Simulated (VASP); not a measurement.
Write the native input for VASP 6.6.1 that does the following.

```
Task                   : single point
Functional             : PBE
Potentials or basis    : VASP PAW PBE potentials, release 64 (Mg, S)
Cutoff                 : 520 eV
k mesh                 : 20 × 20 × 12
Occupations            : gaussian, width 0.1 eV
Spin                   : no spin polarisation
Dipole correction      : no
Further INCAR settings : ALGO = Normal; EDIFF = 1e-06; NBANDS = 11
```

The structure of MgS lies in POSCAR:

```
MgS
1.0
    1.7702002386     -3.9715850648      0.0000000000
    1.7702002386      3.9715850648      0.0000000000
    0.0000000000      0.0000000000      3.4794970403
Mg S
1 1
Direct
    0.5000000000      0.5000000000      0.5000000000
    0.0000000000      0.0000000000      0.0000000000
```

The cell was built from a structure type or drawn by symmetry, and may not be a known phase.

These files were run (other wordings do the same):

INCAR

```
ALGO = Normal
EDIFF = 1E-6
ENCUT = 520
GGA = PE
ISIF = 2
ISMEAR = 0
LASPH = True
LCHARG = False
LREAL = False
LWAVE = False
NBANDS = 11
NELM = 100
PREC = Accurate
SIGMA = 0.1
```

KPOINTS

```
k-points
0
Gamma
  20 20 12
```

Potentials or basis: VASP PAW PBE potentials, release 64 (Mg, S).

Run with:

```bash
$ cat potpaw_PBE.64/Mg/POTCAR potpaw_PBE.64/S/POTCAR > POTCAR
$ mpirun -np 1 vasp_std > vasp.out
```

Results of the run:

```json
{"Pressure": "-0.2 GPa", "Band gap on the k mesh": "2.03 eV (least direct gap 2.43 eV)"}
```

Run time: 6.4 min on 1 thread of Intel Xeon 8259CL, with other jobs on the host, peak memory 0.55 GiB.
